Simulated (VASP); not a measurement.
Set up this calculation in VASP 6.6.1, as the native input.

| Item | Value |
| --- | --- |
| Task | single point |
| Functional | r2SCAN |
| Potentials or basis | VASP PAW PBE potentials, release 64 (Ag) |
| Cutoff | 520 eV |
| k mesh | 17 × 17 × 17 |
| Occupations | fermi-dirac, width 0.05 eV |
| Spin | no spin polarisation |
| Dipole correction | no |
| Further INCAR settings | ALGO = Normal; EDIFF = 1e-07; NBANDS = 12 |

Ag:

```
Ag
1.0
     0.00000    2.05242    2.05242
     2.05242    0.00000    2.05242
     2.05242    2.05242    0.00000
Ag
1
Direct
  0.00000 0.00000 0.00000
```

One way to write it, as run:

POSCAR

```
Ag
1.0
    0.0000000000      2.0524177737      2.0524177737
    2.0524177737      0.0000000000      2.0524177737
    2.0524177737      2.0524177737      0.0000000000
Ag
1
Direct
    0.0000000000      0.0000000000      0.0000000000
```

INCAR.step1

```
SYSTEM = Ag
PREC = Accurate ; ENCUT = 520
ISMEAR = -1 ; SIGMA = 0.05
LREAL = .False. ; LASPH = .True.
NELM = 100 ; NBANDS = 12
GGA = PE ; ALGO = Normal
EDIFF = 1E-4 ; LWAVE = .True.
LCHARG = .False.
```

INCAR.step2

```
SYSTEM = Ag
PREC = Accurate ; ENCUT = 520
EDIFF = 1E-7 ; ISMEAR = -1
SIGMA = 0.05 ; LREAL = .False.
LASPH = .True. ; NELM = 100
ALGO = Normal ; ISIF = 2
LWAVE = .False. ; LCHARG = .False.
METAGGA = R2SCAN ; LMIXTAU = .True.
NBANDS = 12 ; ISTART = 1
```

KPOINTS

```
Automatic mesh
0
Gamma
  17 17 17
  0 0 0
```

Potentials or basis: VASP PAW PBE potentials, release 64 (Ag).

Run with:

```bash
$ cat potpaw_PBE.64/Ag/POTCAR > POTCAR
$ cp INCAR.step1 INCAR
$ mpirun -np 1 vasp_std > vasp.out
$ cp INCAR.step2 INCAR
$ mpirun -np 1 vasp_std > vasp.out
```

Results of the run:

* Pressure: 0.1 GPa

Caveat: the PAW data sets were made with another functional, which shifts forces and pressure a little.

Wall time 93 s on 1 thread of Intel(R) Xeon(R) Platinum 8259CL CPU @ 2.50GHz (Skylake/Cascade Lake), on a shared host, peak memory 0.17 GiB.
